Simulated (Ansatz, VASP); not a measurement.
# C in VASP and in Ansatz

Contents of INCAR:

```
SYSTEM = C
PREC = Accurate
ENCUT = 520
EDIFF = 1E-6
ISMEAR = 0
SIGMA = 0.15
LREAL = .FALSE.
LASPH = .TRUE.
NELM = 60
ALGO = Normal
ISIF = 2
LWAVE = .FALSE.
LCHARG = .FALSE.
GGA = PS
NBANDS = 16
```

File KPOINTS:

```
regular mesh
0
G
  18 18 6
  0 0 0
```

File POSCAR:

```
C
1.0
    2.2866217055      0.0000000000      0.0000000000
   -1.1433108528      2.1293252536      0.0000000000
    0.0000000000      0.0000000000      7.2458067263
C
4
Direct
   -0.0577479467      0.0000000000      0.0025000000
    0.0577479467      0.0000000000      0.5025000000
    0.2755800112      0.6666666667      0.0025000000
    0.7244199888      0.3333333333      0.5025000000
```

Input for Ansatz:

```yaml
crystal:
  lattice:
    - [2.2866217055, 0.0, 0.0]
    - [-1.1433108528, 2.1293252536, 0.0]
    - [0.0, 0.0, 7.2458067263]
  atoms:
    - { symbol: C, position: [-0.0577479467, 0.0, 0.0025] }
    - { symbol: C, position: [0.0577479467, 0.0, 0.5025] }
    - { symbol: C, position: [0.2755800112, 0.6666666667, 0.0025] }
    - { symbol: C, position: [0.7244199888, 0.3333333333, 0.5025] }
basis:
  ecutwfc: 520.0
kpoints:
  mp_grid: { grid: [18, 18, 6] }
hamiltonian:
  xc: pbesol
  pseudopotentials: { kind: paw, azcp: { folder: soft_1 } }
scf:
  occupations: { method: gaussian, width: 0.15 }
output:
  forces: true
  stress: true
  eigenvalues: true
  write_density: true
  write_potential: true
  elf: true
  volumetric_format: npy
```

Change from the starting cell: mode 4 frozen in at -0.142 Å, normal strain along x -0.0700.

Alike in both runs: task single point; functional PBEsol; k mesh 18 × 18 × 6; occupations gaussian, width 0.15 eV; no spin polarisation.

|  | VASP | Ansatz |
| --- | --- | --- |
| version | VASP 6.6.1 | Ansatz 0.2.0 |
| potentials or method | VASP PAW PBE potentials, release 64 (C), cutoff 520 eV | scalar-relativistic, plane waves, PAW |
| valence electrons in the cell | 16 | 16 |

|  | VASP | Ansatz | Ansatz less VASP |
| --- | --- | --- | --- |
| gap on the k mesh at the Fermi level (eV) | 0.61 | 0.61 | 0.000 |
| least direct gap on the mesh (eV) | 0.72 | 0.72 | -0.002 |
| pressure (GPa) | 35.1 | 34.3 | -0.76 |
| traceless stress, the component that is largest in VASP (GPa) | 54.28 | 53.73 | -0.549 |
| rms of the force components (eV/Å) | 0.858 | 0.849 | -0.0095 |

VASP's potentials were made for PBE, not for PBEsol, and Ansatz warns of the same on its side. Atom by atom the forces differ by 0.010 eV/Å (rms over components). Both programs put the cell under a high pressure, so it lies far from rest at this level.
